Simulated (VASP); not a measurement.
# B17HN18 (a cell with a defect) in VASP: a series of runs

Aim: see how the results for B17HN18 (a cell with a defect) move with the level of theory and the settings. Levels: r2SCAN, HSE06. Tasks: single point.

All numbers are computed with VASP 6.6.1; they aren't measurements. Logs are shortened: lines on timing, memory, paths and dates and some standing lists are left out, and cuts for length are marked.

## (1) The cell of the first run

The cell holds a defect, 36 atoms: a = 7.465 Å, b = 7.465 Å, c = 6.495 Å, α = 90.00°, β = 90.00°, γ = 120.00°.

## (2) Single point, r2SCAN

POSCAR reads:

```
B17HN18
1.0
    7.4650312844      0.0000000000      0.0000000000
   -3.7325156422      6.4649067324      0.0000000000
    0.0000000000      0.0000000000      6.4954828762
B N H
17 18 1
Direct
    0.1139811671      0.2233212368      0.2501859363
    0.2181363283      0.1100973822      0.7358733544
    0.1138431900      0.5565453877      0.2524351455
    0.2225195391      0.4434091818      0.7595591706
    0.1137773493      0.8899429576      0.2491390673
    0.2184481740      0.7782766673      0.7545129476
    0.4473380276      0.2235178966      0.2489220191
    0.5510008691      0.1111876287      0.7436093916
    0.4474354516      0.5564681101      0.2517997991
    0.4472677875      0.8899334828      0.2511256234
    0.5577330552      0.7833582592      0.7641285443
    0.7804681448      0.2233459939      0.2501728724
    0.8874087389      0.1174490701      0.7540890379
    0.7802223214      0.5565164288      0.2512417171
    0.8800418864      0.4446217856      0.7538463605
    0.7804636885      0.8898115574      0.2511694251
    0.8852203123      0.7834075010      0.7520254934
    0.1094357225      0.2234510272      0.7491130123
    0.2245368582      0.1125251546      0.2473601849
    0.1086538865      0.5569270445      0.7591610320
    0.2246005330      0.4457766858      0.2534356264
    0.1077555415      0.8889338731      0.7479440170
    0.2246205050      0.7791935598      0.2512672270
    0.4338016263      0.2095874866      0.7157149945
    0.5580134783      0.1124830418      0.2478298787
    0.4400032817      0.5691259952      0.7817073487
    0.5579690900      0.4457635092      0.2517078608
    0.4405379948      0.8890997662      0.7569783987
    0.5580144345      0.7792384552      0.2539820896
    0.7734746106      0.2243983182      0.7518909780
    0.8912830710      0.1125510173      0.2507433717
    0.7877439517      0.5699016399      0.7386883659
    0.8912949517      0.4458690840      0.2509076044
    0.7783189702      0.8972184591      0.7597221245
    0.8912869982      0.7792734910      0.2496800276
    0.5146466501      0.3661189883      0.6933110340
```

INCAR.step1 reads:

```
SYSTEM = B17HN18
  PREC = Accurate
  ENCUT = 580
  ISMEAR = -1
  SIGMA = 0.01
  LREAL = Auto
  LASPH = .True.
  NELM = 120
  NBANDS = 95
  GGA = PE
  ALGO = Normal
  EDIFF = 1E-5
  LWAVE = .True.
  LCHARG = .False.
  GGA_COMPAT = .False.
  ISYM = -1
```

INCAR.step2 reads:

```
SYSTEM = B17HN18
  PREC = Accurate
  ENCUT = 580
  EDIFF = 1E-6
  ISMEAR = -1
  SIGMA = 0.01
  LREAL = Auto
  LASPH = .True.
  NELM = 120
  ALGO = Normal
  ISIF = 2
  LWAVE = .False.
  LCHARG = .False.
  METAGGA = R2SCAN
  LMIXTAU = .True.
  NBANDS = 95
  ISTART = 1
  GGA_COMPAT = .False.
  ISYM = -1
```

KPOINTS reads:

```
explicit points
1
Reciprocal
  0.25000000   0.25000000   0.25000000 1
```

Potentials or basis: VASP PAW PBE potentials, release 64 (B, N, H).

Started as:

```
$ cat potpaw_PBE.64/B/POTCAR potpaw_PBE.64/N/POTCAR potpaw_PBE.64/H/POTCAR > POTCAR
$ cp INCAR.step1 INCAR
$ mpirun -np 1 vasp_std > vasp.out
$ cp INCAR.step2 INCAR
$ mpirun -np 1 vasp_std > vasp.out
```

OUTCAR:

```text
SYSTEM = B17HN18
   PREC = Accurate
   ENCUT = 580
   EDIFF = 1E-6
   ISMEAR = -1
   LREAL = Auto
   LASPH = .True.
   NELM = 120
   ISIF = 2
   METAGGA = R2SCAN
   ISTART = 1
   ISYM = -1

 ion  position               nearest neighbor table
   1  0.114  0.223  0.250-  19 1.43  21 1.44  31 1.44
   2  0.218  0.110  0.736-  24 1.40  22 1.43  18 1.44
   3  0.114  0.557  0.252-  21 1.43  33 1.44  23 1.44
   4  0.223  0.443  0.760-  26 1.42  18 1.42  20 1.47
   5  0.114  0.890  0.249-  23 1.43  35 1.44  19 1.44
   6  0.218  0.778  0.755-  20 1.43  22 1.43  28 1.44
[... 17 lines left out ...]
  24  0.434  0.210  0.716-  36 1.02   2 1.40   8 1.41
  25  0.558  0.112  0.248-   7 1.43  12 1.44  10 1.44
  26  0.440  0.569  0.782-  11 1.39   4 1.42
  27  0.558  0.446  0.252-   9 1.43  14 1.44   7 1.44
  28  0.441  0.889  0.757-   6 1.44   8 1.44  11 1.44
  29  0.558  0.779  0.254-  10 1.43  16 1.44   9 1.44
  30  0.773  0.224  0.752-  15 1.42  13 1.43   8 1.44
  31  0.891  0.113  0.251-  12 1.43   1 1.44  16 1.44
  32  0.788  0.570  0.739-  17 1.38  15 1.42
  33  0.891  0.446  0.251-  14 1.43  12 1.44   3 1.44
  34  0.778  0.897  0.760-  13 1.42  11 1.43  17 1.43
  35  0.891  0.779  0.250-  16 1.43   5 1.44  14 1.44
  36  0.515  0.366  0.693-  24 1.02

IMPORTANT INFORMATION: All symmetrisations will be switched off!
NOSYMM: (Re-)initialisation of all symmetry stuff for point group C_1.

----------------------------------------------------------------------------------------

                                     Primitive cell

  volume of cell :     313.4768

  direct lattice vectors                    reciprocal lattice vectors
     7.465031284  0.000000000  0.000000000     0.133957911  0.077340636  0.000000000
    -3.732515642  6.464906732  0.000000000     0.000000000  0.154681273  0.000000000
     0.000000000  0.000000000  6.495482876     0.000000000  0.000000000  0.153953142

  length of vectors
     7.465031284  7.465031284  6.495482876     0.154681273  0.154681273  0.153953142

  position of ions in fractional coordinates (direct lattice)
     0.113981167  0.223321237  0.250185936
     0.218136328  0.110097382  0.735873354
     0.113843190  0.556545388  0.252435146
     0.222519539  0.443409182  0.759559171
     0.113777349  0.889942958  0.249139067
     0.218448174  0.778276667  0.754512948
[... 28 lines left out ...]
     0.891286998  0.779273491  0.249680028
     0.514646650  0.366118988  0.693311034

  ion indices of the primitive-cell ions
   primitive index   ion index
                 1           1
                 2           2
                 3           3
                 4           4
                 5           5
                 6           6
[... 28 lines left out ...]
                35          35
                36          36

----------------------------------------------------------------------------------------

 KPOINTS: explicit points

Read explicit list of k-points.

 Found      1 k-points:

 Following reciprocal coordinates:
            Coordinates               Weight
  0.250000  0.250000  0.250000      1.000000
   k-points           NKPTS =      1   k-points in BZ     NKDIM =      1   number of bands    NBANDS=     95
   number of dos      NEDOS =    301   number of ions     NIONS =     36
   total plane-waves  NPLWV = 194400
   dimension x,y,z NGX =    60 NGY =   60 NGZ =   54
   dimension x,y,z NGXF=   120 NGYF=  120 NGZF=  108
   ions per type =              17  18   1
   NGX,Y,Z   is equivalent  to a cutoff of  13.36, 13.36, 13.82 a.u.
   NGXF,Y,Z  is equivalent  to a cutoff of  26.72, 26.72, 27.64 a.u.
 SYSTEM =  B17HN18
   PREC   = accura    normal or accurate (medium, high low for compatibility)
   ISTART =      1    job   : 0-new  1-cont  2-samecut
   ICHARG =      0    charge: 1-file 2-atom 10-const
   ISPIN  =      1    spin polarized calculation?
   LNONCOLLINEAR =      F non collinear calculations
   LSORBIT =      F    spin-orbit coupling
   LASPH  =      T    aspherical Exc in radial PAW
   ENCUT  =  580.0 eV  42.63 Ry    6.53 a.u.  14.66 14.66 12.76*2*pi/ulx,y,z
   NELM   =    120;   NELMIN=  2; NELMDL=  0     # of ELM steps
   EDIFF  = 0.1E-05   stopping-criterion for ELM
   LREAL  =      T    real-space projection
   EDIFFG = 0.1E-04   stopping-criterion for IOM
   NSW    =      0    number of steps for IOM
   IBRION =     -1    ionic relax: 0-MD 1-quasi-New 2-CG
   NFREE  =      0    steps in history (QN), initial steepest desc. (CG)
   ISIF   =      2    stress and relaxation
   ISYM   =     -1    0-nonsym 1-usesym 2-fastsym
   POTIM  = 0.5000    time-step for ionic-motion
   TEBEG  =    0.0;   TEEND  =   0.0 temperature during run
   PSTRESS=    0.0 pullay stress
   NELECT =     142.0000    total number of electrons
   NUPDOWN=      -1.0000    fix difference up-down
   EMIN   =  10.00;   EMAX   =-10.00  energy-range for DOS
   EFERMI =   0.00;   METHOD = LEGACY
   ISMEAR =    -1;   SIGMA  =   0.01  broadening in eV -4-tet -1-fermi 0-gaus
   EFERMI_NEDOS =   21; number of points for ismear=-14 and -15
   IALGO  =     38    algorithm
   IMIX   =      4    mixing-type and parameters
     AMIX     =   0.40;   BMIX     =  1.00
     AMIX_MAG =   1.60;   BMIX_MAG =  1.00
  volume/ion in A,a.u.               =       8.71        58.76
  Fermi-wavevector in a.u.,A,eV,Ry     =   1.257291  2.375936 21.507829  1.580781
  Thomas-Fermi vector in A             =   2.390957
   LORBIT       =      0    0 simple, 1 ext, 2 COOP (PROOUT), +10 PAW based schemes
   METAGGA = R2SCAN    functional components
   LHFCALC =     F    Hartree Fock is set to
   AEXX    =    0.0000 exact exchange contribution
   IVDW    =     0    specifies the selected vdW correction
   LEPSILON=     F    determine dielectric tensor
   LRPA    =     F    only Hartree local field effects (RPA)
 non-spin polarized calculation
  energy-cutoff  :      580.00
  volume of cell :      313.48
 maximum number of plane-waves:      9934
 NGX is ok and might be reduce to    60
   NGX = 29   NGY = 29   NGZ = 25

 number of electron     141.9999996 magnetization

 Free energy of the ion-electron system (eV)
  ---------------------------------------------------
  ext. energy  EPLUGINS =         0.00000000
  ---------------------------------------------------
  free energy    TOTEN  =      -335.79290344 eV

  energy without entropy =     -335.79290338  energy(sigma->0) =     -335.79290341

 E-fermi :   2.0449     XC(G=0): -10.8442

 val. band max:        1.8823664328   @ k =   0.2500   0.2500   0.2500
 cond. band min:       2.2075092906   @ k =   0.2500   0.2500   0.2500
 fundamental gap:      0.3251428578
 Fermi energy:         2.0449378948

 k-point     1 :       0.2500    0.2500    0.2500
  band No.  band energies     occupation
      1     -16.4800      2.00000
      2     -16.1468      2.00000
      3     -16.0291      2.00000
      4     -15.7250      2.00000
      5     -15.6306      2.00000
      6     -15.5206      2.00000
[... 75 lines left out ...]
     82       9.5490      0.00000
     83       9.9073      0.00000
 [bands above 83 left out]

------------------------ aborting loop because EDIFF is reached ----------------------------------------

  FORCE on cell =-STRESS in cart. coord.  units (eV):
  Direction    XX          YY          ZZ          XY          YZ          ZX
  --------------------------------------------------------------------------------------
  -------------------------------------------------------------------------------------
  Total        7.2563148     24.7314437      3.1922650      1.5529064      0.0328552     -0.0378631
  in kB       37.0869708    126.4022232     16.3156425      7.9368929      0.1679228     -0.1935179
  external PRESSURE =      59.9349455 kB  Pullay stress =       0.0000000 kB

 VOLUME and BASIS-vectors are now :
 -----------------------------------------------------------------------------
  energy-cutoff  :      580.00
  volume of cell :      313.48
      direct lattice vectors                 reciprocal lattice vectors
     7.465031284  0.000000000  0.000000000     0.133957911  0.077340636  0.000000000
    -3.732515642  6.464906732  0.000000000     0.000000000  0.154681273  0.000000000
     0.000000000  0.000000000  6.495482876     0.000000000  0.000000000  0.153953142

 POSITION                                       TOTAL-FORCE (eV/Angst)
 -----------------------------------------------------------------------------------
      0.01732      1.44375      1.62508         0.021672     -0.018008      0.008258
      1.21745      0.71177      4.77985         0.078849      0.070563      0.026183
     -1.22747      3.59801      1.63969         0.013675     -0.011608     -0.016427
      0.00608      2.86660      4.93370        -0.002203     -0.247715     -0.052077
     -2.47237      5.75340      1.61828         0.012830      0.005041     -0.007828
     -1.27421      5.03149      4.90093        -0.013493      0.061373     -0.011577
[... 28 lines left out ...]
      3.74483      5.03793      1.62179        -0.017810      0.010658      0.003923
      2.47531      2.36693      4.50339         0.001597     -0.354916      0.048589
 -----------------------------------------------------------------------------------
    total drift:                               -0.011139      0.005688     -0.010268

  FREE ENERGIE OF THE ION-ELECTRON SYSTEM (eV)
  ---------------------------------------------------
  free  energy   TOTEN  =      -335.7929034444 eV

  energy  without entropy=     -335.7929033843  energy(sigma->0) =     -335.79290341
```

It took 4.5 min on 1 thread of Intel Xeon Platinum 8488C (Sapphire Rapids), shared host; peak memory 0.49 GiB.

What came out:

| Item | Value |
| --- | --- |
| Free energy | -335.7929 eV |
| Pressure | 6.0 GPa |
| Largest force | 0.358 eV/Å |

Forces in eV/Å, atoms in the order of the input:
```
B    0.022 -0.018  0.008
B    0.079  0.071  0.026
B    0.014 -0.012 -0.016
B   -0.002 -0.248 -0.052
B    0.013  0.005 -0.008
B   -0.013  0.061 -0.012
B    0.018  0.005  0.010
B   -0.076  0.080 -0.039
B    0.042 -0.020  0.012
B    0.020  0.013 -0.005
B    0.090  0.093 -0.009
B    0.003 -0.019 -0.010
B   -0.008  0.015 -0.006
B   -0.010 -0.020  0.010
B   -0.041 -0.192  0.017
B    0.015 -0.009  0.003
B   -0.053  0.014  0.013
N   -0.009  0.065 -0.011
N   -0.024  0.002 -0.005
N    0.020  0.090 -0.017
N   -0.025  0.015 -0.003
N    0.003 -0.043  0.000
N   -0.016  0.002  0.012
N    0.012  0.140 -0.018
N   -0.012 -0.001  0.007
N   -0.069  0.142  0.025
N   -0.018  0.011 -0.010
N    0.003 -0.059  0.010
N   -0.015  0.008 -0.007
N    0.027  0.040  0.019
N   -0.012  0.009  0.003
N    0.051  0.149  0.022
N   -0.007  0.013  0.007
N   -0.004 -0.058 -0.029
N   -0.018  0.011  0.004
H    0.002 -0.355  0.049
```

Caveat: the PAW data sets were made with another functional, which shifts forces and pressure a little.

## (3) Single point, HSE06

POSCAR reads:

```
B17HN18
1.0
    7.4650312844      0.0000000000      0.0000000000
   -3.7325156422      6.4649067324      0.0000000000
    0.0000000000      0.0000000000      6.4954828762
B N H
17 18 1
Direct
    0.1171141469      0.2186811829      0.2419149999
    0.2214163455      0.1205426473      0.7593142239
    0.1164212924      0.5482003483      0.2433136643
    0.2193942630      0.4576314963      0.8077944640
    0.1160982172      0.8831784473      0.2391073499
    0.2169306486      0.7844829572      0.7450142438
    0.4516510235      0.2202815100      0.2322788633
    0.5500220257      0.1142454933      0.7372832154
    0.4473645852      0.5524060675      0.1431804979
    0.4513071233      0.8829357430      0.2440627910
    0.5452903134      0.7808346175      0.8073373061
    0.7827823302      0.2168406855      0.2543291593
    0.8842742371      0.1167465885      0.7693675792
    0.7793965466      0.5479624147      0.2318009227
    0.8836070227      0.4550854203      0.7351127014
    0.7809164243      0.8822647786      0.2418301687
    0.8793764110      0.7761079218      0.7560362981
    0.1089368865      0.2316264111      0.7845821746
    0.2271695249      0.1058929934      0.2363784216
    0.1096590744      0.5619297527      0.7453486015
    0.2254827868      0.4380558765      0.2303163196
    0.1068816667      0.8963769835      0.7479741493
    0.2271985033      0.7723696556      0.2402519196
    0.4378051782      0.2203681320      0.7370246874
    0.5602960324      0.1066138981      0.2525378922
    0.4237153090      0.5767365566      0.8972661009
    0.5609576533      0.4383400347      0.2052167297
    0.4401040301      0.8906943081      0.7448328511
    0.5614494155      0.7739873551      0.2308793360
    0.7743037425      0.2275586593      0.7452633680
    0.8936033650      0.1057321535      0.2570464363
    0.7764575889      0.5631018456      0.7301451521
    0.8929131736      0.4390765662      0.2513351329
    0.7706931089      0.8928473268      0.7851208370
    0.8938144700      0.7723757124      0.2354962445
    0.5481045298      0.3866537054      0.7398203482
```

INCAR.step1 reads:

```
PREC = Accurate ; ENCUT = 520
EDIFF = 1E-5 ; ISMEAR = -1
SIGMA = 0.01 ; LREAL = Auto
LASPH = T ; NELM = 120
ALGO = Normal ; ISIF = 2
LWAVE = T ; NBANDS = 95
GGA = PE ; NELECT = 144.0
GGA_COMPAT = F ; ISYM = -1
```

INCAR.step2 reads:

```
PREC = Accurate ; ENCUT = 520
EDIFF = 1E-6 ; ISMEAR = -1
SIGMA = 0.01 ; LREAL = Auto
LASPH = T ; NELM = 120
ALGO = Normal ; ISIF = 2
LWAVE = F ; LCHARG = T
GGA = PE ; LHFCALC = T
HFSCREEN = 0.2079 ; PRECFOCK = Fast
LELF = T ; LVHAR = T
NBANDS = 95 ; ISTART = 1
NELECT = 144.0 ; GGA_COMPAT = F
ISYM = -1
```

KPOINTS is that of step 2.

Potentials or basis: VASP PAW PBE potentials, release 64 (B, N, H).

Started as:

```
$ cat potpaw_PBE.64/B/POTCAR potpaw_PBE.64/N/POTCAR potpaw_PBE.64/H/POTCAR > POTCAR
$ cp INCAR.step1 INCAR
$ mpirun -np 1 vasp_std > vasp.out
$ cp INCAR.step2 INCAR
$ mpirun -np 1 vasp_std > vasp.out
```

Run time: 4.1 min. Hardware: 1 thread of Intel Xeon Platinum 8488C (Sapphire Rapids), shared host; peak memory 0.55 GiB.

It converged, with:

| Item | Value |
| --- | --- |
| Free energy | -351.0079 eV |
| Largest force | 0.311 eV/Å |

Forces in eV/Å, atoms in the order of the input:
```
B   -0.001  0.040 -0.022
B    0.026  0.003 -0.010
B    0.026 -0.032 -0.010
B   -0.001  0.033  0.048
B   -0.002 -0.005 -0.010
B    0.005 -0.014  0.028
B    0.005  0.053 -0.016
B   -0.055  0.005  0.039
B   -0.029  0.017 -0.032
B    0.042 -0.014 -0.012
B   -0.010 -0.023  0.042
B    0.002  0.005 -0.012
B   -0.012 -0.003  0.009
B   -0.035 -0.028 -0.012
B   -0.063  0.071  0.037
B   -0.026 -0.026 -0.020
B    0.013 -0.070 -0.008
N    0.005 -0.037 -0.019
N   -0.014 -0.013 -0.002
N   -0.021  0.003  0.064
N   -0.090 -0.049 -0.045
N    0.031  0.004  0.014
N   -0.014  0.011  0.006
N    0.084  0.072  0.034
N    0.006 -0.003 -0.027
N   -0.124  0.066 -0.075
N    0.055 -0.041  0.021
N   -0.018  0.044  0.066
N   -0.010  0.102 -0.046
N    0.018 -0.032  0.003
N   -0.011  0.013 -0.043
N    0.241  0.102  0.042
N    0.007 -0.005 -0.024
N    0.021  0.028 -0.022
N   -0.001  0.028  0.000
H   -0.052 -0.307  0.011
```

Levels at points of the mesh, in eV from the Fermi level:
| k point | band 70 | band 71 | band 72 | band 73 | band 74 | band 75 |
| --- | --- | --- | --- | --- | --- | --- |
| (0.25, 0.25, 0.25) | -1.02 | -0.71 | -0.30 | 4.86 | 5.02 | 5.22 |

Caveat: the cell carries a net charge on a neutralising background, which shifts energy and pressure; the cell is charged against a uniform background, so pressure and absolute levels hang on convention; the PAW data sets were made with another functional, which shifts forces and pressure a little.

[end of part 1 of 2]
